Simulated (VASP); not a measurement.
A run of VASP 6.6.1:

INCAR

```
  PREC = Accurate
  ENCUT = 600
  EDIFF = 1E-7
  ISMEAR = 0
  SIGMA = 0.02
  LREAL = F
  LASPH = T
  NELM = 60
  ALGO = Normal
  ISIF = 3
  LWAVE = F
  LCHARG = F
  GGA = PE
  IBRION = 2
  NSW = 100
  EDIFFG = -0.002
```

The input KPOINTS:

```
regular mesh
0
Gamma
  9 9 6
```

File POSCAR:

```
Si
1.0
    3.8200000000      0.0000000000      0.0000000000
   -1.9100000000      3.3082170425      0.0000000000
    0.0000000000      0.0000000000      6.3200000000
Si
4
Direct
    0.3333333333      0.6666666667      0.0000000000
    0.6666666667      0.3333333333      0.5000000000
    0.3333333333      0.6666666667      0.3740000000
    0.6666666667      0.3333333333      0.8740000000
```

Potentials or basis: VASP PAW PBE potentials, release 64 (Si).

Run with:

```console
$ cat potpaw_PBE.64/Si/POTCAR > POTCAR
$ mpirun -np 1 vasp_std > vasp.out
```

Hardware: 1 thread of Intel(R) Xeon(R) Platinum 8488C (Sapphire Rapids) (shared host).

Problem. How long does it take, and how much memory?

Solution. Wall time 82 s on 1 thread of Intel(R) Xeon(R) Platinum 8488C (Sapphire Rapids), with other jobs on the host, peak memory 0.23 GiB. Counts: scf iterations 46, k points 48, ion steps 7.
